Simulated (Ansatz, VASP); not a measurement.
# ZnSn2N3 in VASP and in Ansatz

INCAR

```
PREC = Accurate ; ENCUT = 600
EDIFF = 1E-6 ; ISMEAR = 0
SIGMA = 0.1 ; LREAL = F
LASPH = T ; NELM = 100
ALGO = Normal ; ISIF = 3
LWAVE = F ; LCHARG = F
GGA = PE ; IBRION = 2
NSW = 90 ; EDIFFG = -0.04
```

File KPOINTS:

```
Automatic mesh
0
Gamma
  6 6 6
```

File POSCAR:

```
ZnSn2N3
1.0
    2.6842970800      1.5497796400      4.2480560700
   -2.6842970800      1.5497796400      4.2480560700
    0.0000000000     -3.0995592800      4.2480560700
Zn Sn N
1 2 3
Direct
    0.0000000000      0.0000000000      0.0000000000
    0.6237660100      0.6237660100      0.6237660100
    0.3762339900      0.3762339900      0.3762339900
    0.0000000000      0.5000000000      0.0000000000
    0.5000000000      0.0000000000      0.0000000000
    0.0000000000      0.0000000000      0.5000000000
```

Input for Ansatz:

```yaml
crystal:
  lattice:
    - [2.68429708, 1.54977964, 4.24805607]
    - [-2.68429708, 1.54977964, 4.24805607]
    - [0.0, -3.09955928, 4.24805607]
  atoms:
    - { symbol: Zn, position: [0.0, 0.0, 0.0] }
    - { symbol: Sn, position: [0.62376601, 0.62376601, 0.62376601] }
    - { symbol: Sn, position: [0.37623399, 0.37623399, 0.37623399] }
    - { symbol: "N", position: [0.0, 0.5, 0.0] }
    - { symbol: "N", position: [0.5, 0.0, 0.0] }
    - { symbol: "N", position: [0.0, 0.0, 0.5] }
basis:
  ecutwfc: 420
kpoints:
  mp_grid: { grid: [6, 6, 6] }
hamiltonian:
  xc: pbe
scf:
  occupations: { method: gaussian, width: 0.1 }
  lower_state_search: "off"
output:
  forces: true
  stress: true
  eigenvalues: true
relax:
  adjacent_minimum: "off"
  f_tol: 0.04
  max_steps: 70
  cell: { stress_tol: 0.4 }
```

Change from the starting cell: species swapped into the Er2Al3Cu type (R-3m, No. 166).

Alike in both runs: task relaxation of cell and atoms; functional PBE; k mesh 6 × 6 × 6; occupations gaussian, width 0.1 eV; no spin polarisation.

|  | VASP | Ansatz |
| --- | --- | --- |
| version | VASP 6.6.1 | Ansatz 0.2.0 |
| potentials or method | VASP PAW PBE potentials, release 64 (Zn, Sn_d, N), cutoff 600 eV | scalar-relativistic, plane waves, PAW |
| valence electrons in the cell | 55 | 55 |

|  | VASP | Ansatz | Ansatz less VASP |
| --- | --- | --- | --- |
| gap on the k mesh at the Fermi level, each at its own relaxed structure (eV) | none | none | - |
| relaxed volume (Å³/atom) | 14.01 | 14.00 | -0.016 |
| relaxed cell length with the largest relative difference (Å) | 4.397 | 4.394 | -0.0022 |

A gap of «none» marks a metal or a gap that the smearing closes.

Noted on VASP's run: the volume moved by over 15 % at a fixed basis, so the end points are rough.
